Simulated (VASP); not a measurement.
# Zn12SO2 in VASP: single point with PBE

Aim: the single point of Zn12SO2 with PBE.

All numbers are computed with VASP 6.6.1; they aren't measurements. Logs are shortened: lines on timing, memory, paths and dates and some standing lists are left out, and cuts for length are marked.

### Step 1. The cell of the first run

The cell holds a slab with vacuum, 15 atoms: a = 5.330 Å, b = 4.947 Å, c = 23.385 Å, α = 90.00°, β = 90.00°, γ = 90.00°.

### Step 2. Single point, PBE

File INCAR:

```
PREC = Accurate ; ENCUT = 520
EDIFF = 1E-6 ; ISMEAR = -1
SIGMA = 0.05 ; LREAL = Auto
LASPH = True ; NELM = 60
ALGO = Normal ; ISIF = 2
LWAVE = False ; LCHARG = False
LDIPOL = True ; IDIPOL = 3
DIPOL = 0.5 0.5 0.497 ; GGA = PE
NBANDS = 94
```

File KPOINTS:

```
regular mesh
0
Gamma
  5 6 1
```

File POSCAR:

```
Zn12SO2
1.0
    5.3295961064      0.0000000000      0.0000000000
    0.0000000000      4.9467000000      0.0000000000
    0.0000000000      0.0000000000     23.3848265569
Zn O S
12 2 1
Direct
    0.5000000000      0.7500000000      0.3421021738
    0.0000000000      0.7500000000      0.3421021738
    0.7500000000      0.2500000000      0.3749979037
    0.2500000000      0.2500000000      0.3749979037
    0.7500000000      0.7500000000      0.4407893633
    0.2500000000      0.7500000000      0.4407893633
    0.0000000000      0.2500000000      0.4736850932
    0.5000000000      0.2500000000      0.4736850932
    0.0000000000      0.7500000000      0.5394765529
    0.5000000000      0.7500000000      0.5394765529
    0.2500000000      0.2500000000      0.5723722827
    0.7500000000      0.2500000000      0.5723722827
    0.7500000000      0.9166666667      0.6536215490
    0.4376872919      0.5868665649      0.6536215490
    0.6822068782      0.6546199880      0.6536215490
```

Potentials or basis: VASP PAW PBE potentials, release 64 (Zn, O, S).

The run is started by

```
> cat potpaw_PBE.64/Zn/POTCAR potpaw_PBE.64/O/POTCAR potpaw_PBE.64/S/POTCAR > POTCAR
> mpirun -np 1 vasp_std > vasp.out
```

OUTCAR:

```text
PREC = Accurate
   ENCUT = 520
   EDIFF = 1E-6
   ISMEAR = -1
   LREAL = Auto
   LASPH = True
   NELM = 60
   ISIF = 2
   GGA = PE

 ion  position               nearest neighbor table
   1  0.500  0.750  0.342-   5 2.66   6 2.66   2 2.66   2 2.66   4 2.91   3 2.91   4 2.91   3 2.91

   2  0.000  0.750  0.342-   5 2.66   6 2.66   1 2.66   1 2.66   4 2.91   3 2.91   4 2.91   3 2.91

   3  0.750  0.250  0.375-   7 2.66   8 2.66   4 2.66   4 2.66   5 2.91   5 2.91   1 2.91   2 2.91
                             1 2.91   2 2.91
   4  0.250  0.250  0.375-   7 2.66   8 2.66   3 2.66   3 2.66   6 2.91   6 2.91   1 2.91   2 2.91
                             1 2.91   2 2.91
   5  0.750  0.750  0.441-   1 2.66   2 2.66   6 2.66   6 2.66  10 2.66   9 2.66   3 2.91   3 2.91
                             7 2.91   7 2.91   8 2.91   8 2.91
   6  0.250  0.750  0.441-   1 2.66   2 2.66   5 2.66   5 2.66  10 2.66   9 2.66   4 2.91   4 2.91
                             7 2.91   7 2.91   8 2.91   8 2.91
   7  0.000  0.250  0.474-   3 2.66   4 2.66  11 2.66  12 2.66   8 2.66   8 2.66   9 2.91   9 2.91
                             5 2.91   6 2.91   5 2.91   6 2.91
   8  0.500  0.250  0.474-   3 2.66   4 2.66  11 2.66  12 2.66   7 2.66   7 2.66  10 2.91  10 2.91
                             5 2.91   6 2.91   5 2.91   6 2.91
   9  0.000  0.750  0.539-  10 2.66  10 2.66   5 2.66   6 2.66  12 2.91  11 2.91  12 2.91  11 2.91
                             7 2.91   7 2.91
  10  0.500  0.750  0.539-   9 2.66   9 2.66   5 2.66   6 2.66  15 2.88  11 2.91  11 2.91  12 2.91
                            12 2.91   8 2.91   8 2.91
  11  0.250  0.250  0.572-   7 2.66   8 2.66  12 2.66  12 2.66   9 2.91   9 2.91  10 2.91  10 2.91

  12  0.750  0.250  0.572-   7 2.66   8 2.66  11 2.66  11 2.66  15 2.78  10 2.91   9 2.91  10 2.91
                             9 2.91
  13  0.750  0.917  0.654-  15 1.35
  14  0.438  0.587  0.654-  15 1.35
  15  0.682  0.655  0.654-  14 1.35  13 1.35  12 2.78  10 2.88

  LATTYP: Found a simple orthorhombic cell.
 ALAT       =     4.9467000000
 B/A-ratio  =     1.0774043517
 C/A-ratio  =     4.7273589579

  Lattice vectors:

 A1 = (   0.0000000000,  -4.9467000000,   0.0000000000)
 A2 = (   5.3295961064,   0.0000000000,   0.0000000000)
 A3 = (   0.0000000000,   0.0000000000,  23.3848265569)

Analysis of symmetry for initial positions (statically):
=====================================================================
 Subroutine PRICEL returns:
 Original cell was already a primitive cell.

 Routine SETGRP: Setting up the symmetry group for a
 simple orthorhombic supercell.

 Subroutine GETGRP returns: Found  1 space group operations
 (whereof  1 operations were pure point group operations)
 out of a pool of  8 trial point group operations.

The static configuration has the point symmetry C_1 .

Analysis of symmetry for dynamics (positions and initial velocities):
=====================================================================
 Subroutine PRICEL returns:
 Original cell was already a primitive cell.

 Routine SETGRP: Setting up the symmetry group for a
 simple orthorhombic supercell.

 Subroutine GETGRP returns: Found  1 space group operations
 (whereof  1 operations were pure point group operations)
 out of a pool of  8 trial point group operations.

The dynamic configuration has the point symmetry C_1 .

 Subroutine INISYM returns: Found  1 space group operations
 (whereof  1 operations are pure point group operations),
 and found     1 'primitive' translations

----------------------------------------------------------------------------------------

                                     Primitive cell

  volume of cell :     616.5155

  direct lattice vectors                    reciprocal lattice vectors
     5.329596106  0.000000000  0.000000000     0.187631479  0.000000000  0.000000000
     0.000000000  4.946700000  0.000000000     0.000000000  0.202154972  0.000000000
     0.000000000  0.000000000 23.384826557     0.000000000  0.000000000  0.042762772

  length of vectors
     5.329596106  4.946700000 23.384826557     0.187631479  0.202154972  0.042762772

  position of ions in fractional coordinates (direct lattice)
[... 53 lines left out ...]
     0.000000000  0.000000000  0.000000000

 Subroutine IBZKPT returns following result:
 ===========================================

 Found     16 irreducible k-points:

 Following reciprocal coordinates:
            Coordinates               Weight
  0.000000  0.000000  0.000000      1.000000
  0.200000  0.000000  0.000000      2.000000
  0.400000  0.000000  0.000000      2.000000
  0.000000  0.166667  0.000000      2.000000
  0.200000  0.166667  0.000000      2.000000
 -0.200000  0.166667  0.000000      2.000000
[... 8 lines left out ...]
  0.200000  0.500000  0.000000      2.000000
  0.400000  0.500000  0.000000      2.000000
   k-points           NKPTS =     16   k-points in BZ     NKDIM =     16   number of bands    NBANDS=     94
   number of dos      NEDOS =    301   number of ions     NIONS =     15
   total plane-waves  NPLWV = 288000
   dimension x,y,z NGX =    40 NGY =   40 NGZ =  180
   dimension x,y,z NGXF=    80 NGYF=   80 NGZF=  360
   ions per type =              12   2   1
   NGX,Y,Z   is equivalent  to a cutoff of  12.48, 13.44, 12.80 a.u.
   NGXF,Y,Z  is equivalent  to a cutoff of  24.95, 26.89, 25.59 a.u.
 SYSTEM =  unknown system
   PREC   = accura    normal or accurate (medium, high low for compatibility)
   ISTART =      0    job   : 0-new  1-cont  2-samecut
   ICHARG =      2    charge: 1-file 2-atom 10-const
   ISPIN  =      1    spin polarized calculation?
   LNONCOLLINEAR =      F non collinear calculations
   LSORBIT =      F    spin-orbit coupling
   LASPH  =      T    aspherical Exc in radial PAW
   ENCUT  =  520.0 eV  38.22 Ry    6.18 a.u.   9.91  9.20 43.48*2*pi/ulx,y,z
   NELM   =     60;   NELMIN=  2; NELMDL= -5     # of ELM steps
   EDIFF  = 0.1E-05   stopping-criterion for ELM
   LREAL  =      T    real-space projection
   EDIFFG = 0.1E-04   stopping-criterion for IOM
   NSW    =      0    number of steps for IOM
   IBRION =     -1    ionic relax: 0-MD 1-quasi-New 2-CG
   NFREE  =      0    steps in history (QN), initial steepest desc. (CG)
   ISIF   =      2    stress and relaxation
   ISYM   =      2    0-nonsym 1-usesym 2-fastsym
   POTIM  = 0.5000    time-step for ionic-motion
   TEBEG  =    0.0;   TEEND  =   0.0 temperature during run
   PSTRESS=    0.0 pullay stress
   NELECT =     162.0000    total number of electrons
   NUPDOWN=      -1.0000    fix difference up-down
   EMIN   =  10.00;   EMAX   =-10.00  energy-range for DOS
   EFERMI =   0.00;   METHOD = LEGACY
   ISMEAR =    -1;   SIGMA  =   0.05  broadening in eV -4-tet -1-fermi 0-gaus
   EFERMI_NEDOS =   21; number of points for ismear=-14 and -15
   IALGO  =     38    algorithm
   IMIX   =      4    mixing-type and parameters
     AMIX     =   0.40;   BMIX     =  1.00
     AMIX_MAG =   1.60;   BMIX_MAG =  1.00
  volume/ion in A,a.u.               =      41.10       277.36
  Fermi-wavevector in a.u.,A,eV,Ry     =   1.048573  1.981515 14.959666  1.099504
  Thomas-Fermi vector in A             =   2.183500
   LORBIT       =      0    0 simple, 1 ext, 2 COOP (PROOUT), +10 PAW based schemes
   GGA     = PE    functional components
   LHFCALC =     F    Hartree Fock is set to
   AEXX    =    0.0000 exact exchange contribution
   IVDW    =     0    specifies the selected vdW correction
   LEPSILON=     F    determine dielectric tensor
   LRPA    =     F    only Hartree local field effects (RPA)
 non-spin polarized calculation
  energy-cutoff  :      520.00
  volume of cell :      616.52
 maximum number of plane-waves:     16662
   NGX = 19   NGY = 19   NGZ = 87

 dipolmoment           0.000000      0.000000      0.002161 electrons x Angstroem

 number of electron     162.0000154 magnetization

 dipolmoment           0.000000      0.000000     -0.010399 electrons x Angstroem

 Free energy of the ion-electron system (eV)
  ---------------------------------------------------
  ext. energy  EPLUGINS =         0.00000000
  ---------------------------------------------------
  free energy    TOTEN  =       -26.44344320 eV

  energy without entropy =      -26.41140601  energy(sigma->0) =      -26.42742461

 E-fermi :  -1.6146     XC(G=0):  -4.7544

 val. band max:       -1.6451533540   @ k =   0.0000   0.5000   0.0000
 cond. band min:      -1.5909085253   @ k =   0.0000   0.1667   0.0000
 fundamental gap:      0.0542448287
 Fermi energy:        -1.6146262855

 k-point     1 :       0.0000    0.0000    0.0000
  band No.  band energies     occupation
      1     -27.4321      2.00000
      2     -24.6335      2.00000
      3     -12.4484      2.00000
      4     -11.4283      2.00000
      5     -10.7637      2.00000
      6     -10.1216      2.00000
[... 1525 lines left out ...]
     92       3.4953      0.00000
     93       3.7783      0.00000
 [bands above 93 left out]

------------------------ aborting loop because EDIFF is reached ----------------------------------------

 vacuum level on the upper side and lower side of the slab       (xc-potential included)        -0.166        -0.101

  FORCE on cell =-STRESS in cart. coord.  units (eV):
  Direction    XX          YY          ZZ          XY          YZ          ZX
  --------------------------------------------------------------------------------------
  -------------------------------------------------------------------------------------
  Total        8.7133833      6.9168915      9.0294837      5.5788188      0.3778989     -0.0721261
  in kB       22.6440121     17.9753569     23.4654819     14.4980241      0.9820693     -0.1874386
  external PRESSURE =      21.3616170 kB  Pullay stress =       0.0000000 kB

 VOLUME and BASIS-vectors are now :
 -----------------------------------------------------------------------------
  energy-cutoff  :      520.00
  volume of cell :      616.52
      direct lattice vectors                 reciprocal lattice vectors
     5.329596106  0.000000000  0.000000000     0.187631479  0.000000000  0.000000000
     0.000000000  4.946700000  0.000000000     0.000000000  0.202154972  0.000000000
     0.000000000  0.000000000 23.384826557     0.000000000  0.000000000  0.042762772

 POSITION                                       TOTAL-FORCE (eV/Angst)
 -----------------------------------------------------------------------------------
      2.66480      3.71002      8.00000        -0.054781     -0.032590     -0.074416
      0.00000      3.71002      8.00000         0.056501     -0.005136     -0.096927
      3.99720      1.23667      8.76926        -0.020621     -0.026637     -0.503849
      1.33240      1.23667      8.76926         0.019821      0.060853     -0.508134
      3.99720      3.71002     10.30778         0.005534     -0.024402      0.194789
      1.33240      3.71002     10.30778        -0.005062      0.003969      0.213889
      0.00000      1.23667     11.07704         0.040593     -0.026653     -0.282778
      2.66480      1.23667     11.07704        -0.029888      0.029615     -0.160366
      0.00000      3.71002     12.61557         0.111050     -0.042384      0.155695
      2.66480      3.71002     12.61557        -0.177818      0.079981     -0.289188
      1.33240      1.23667     13.38483        -0.123763     -0.174589     -0.246244
      3.99720      1.23667     13.38483         0.229327     -0.004750     -0.329189
      3.99720      4.53448     15.28483         2.180934      9.173687      0.430603
      2.33270      2.90305     15.28483        -9.322039     -1.778840      0.610635
      3.63589      3.23821     15.28483         7.090211     -7.232126      0.885479
 -----------------------------------------------------------------------------------
    total drift:                               -0.001070      0.001284      0.002714

  FREE ENERGIE OF THE ION-ELECTRON SYSTEM (eV)
  ---------------------------------------------------
  free  energy   TOTEN  =       -26.4434431985 eV

  energy  without entropy=      -26.4114060141  energy(sigma->0) =      -26.42742461

 vacuum level on the upper side and lower side of the slab         2.591         2.654
```

It took 20 min on 1 thread of Intel Xeon 6975P-C (Granite Rapids), shared host; peak memory 0.96 GiB.

What came out:

```
Free energy            : -26.4434 eV
Largest force          : 10.167 eV/Å
Band gap on the k mesh : zero (bands 81 and 82 overlap by 0.72 eV)
```

Forces in eV/Å, atoms in the order of the input:
```
Zn  -0.055 -0.033 -0.074
Zn   0.057 -0.005 -0.097
Zn  -0.021 -0.027 -0.504
Zn   0.020  0.061 -0.508
Zn   0.006 -0.024  0.195
Zn  -0.005  0.004  0.214
Zn   0.041 -0.027 -0.283
Zn  -0.030  0.030 -0.160
Zn   0.111 -0.042  0.156
Zn  -0.178  0.080 -0.289
Zn  -0.124 -0.175 -0.246
Zn   0.229 -0.005 -0.329
O    2.181  9.174  0.431
O   -9.322 -1.779  0.611
S    7.090 -7.232  0.885
```

The gap in the log of VASP goes by the Fermi energy; the results here count the filled bands.